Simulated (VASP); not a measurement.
Input of a VASP 6.6.1 run:

Contents of INCAR:

```
SYSTEM = Y
PREC = Accurate
ENCUT = 520
EDIFF = 1E-6
ISMEAR = 0
SIGMA = 0.15
LREAL = .False.
LASPH = .True.
NELM = 60
ALGO = Normal
ISIF = 2
LWAVE = .False.
LCHARG = .False.
GGA = PS
NBANDS = 12
```

KPOINTS

```
Automatic mesh
0
Gamma
  16 16 16
  0 0 0
```

The input POSCAR:

```
Y
1.0
    0.0000000000      2.2862000000      2.3856000000
    2.2862000000      0.0000000000      2.3856000000
    2.2862000000      2.2862000000      0.0000000000
Y
1
Direct
    0.0000000000      0.0000000000      0.0000000000
```

Potentials or basis: VASP PAW PBE potentials, release 64 (Y_sv).

Command:

```sh
$ cat potpaw_PBE.64/Y_sv/POTCAR > POTCAR
$ mpirun -np 1 vasp_std > vasp.out
```

(1) What does it give for the pressure?

Answers

(1) 12.1 GPa.

Caveat: the cell differs from its parent crystal (strain -0.080 along x and y, -0.040 along z); the PAW data sets were made with another functional, which shifts forces and pressure a little.
